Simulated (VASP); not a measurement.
MnS:

```
CELL_PARAMETERS angstrom
0.00000 2.47346 2.47346
2.47346 0.00000 2.47346
2.47346 2.47346 0.00000
ATOMIC_POSITIONS crystal
Mn 0.00000 0.00000 0.00000
S 0.75000 0.75000 0.75000
```

Base run:

| Property | Result |
| --- | --- |
| Program | VASP 6.6.1 |
| Functional | r2SCAN |
| Potentials or basis | VASP PAW PBE potentials, release 64 (Mn_pv, S) |
| Cutoff | 520 eV |
| k mesh | 9 × 9 × 9 |
| Occupations | fermi-dirac, width 0.05 eV |
| Spin | collinear spin, ferromagnetic start |
| Starting moments | [4.0, 0.0] μB |
| Hubbard terms | Mn d U = 6.0 eV |

Its results: pressure 68.6 GPa; net moment 4.93 μB per cell; site moments Mn +4.54; S +0.04 μB.

**Question.** The run is repeated on the same cell with these changes: hubbard terms from Mn d U = 6.0 eV to Mn d U = 3.0 eV. What comes out?

**Answer.** Pressure 55.9 GPa; net moment 4.61 μB per cell; site moments Mn +4.24; S +0.03 μB.

Caveats: the cell stands under pressure; the PAW data sets were made with another functional, which shifts forces and pressure a little; a cell with one magnetic atom can't hold antiferromagnetic order, which such compounds often take.
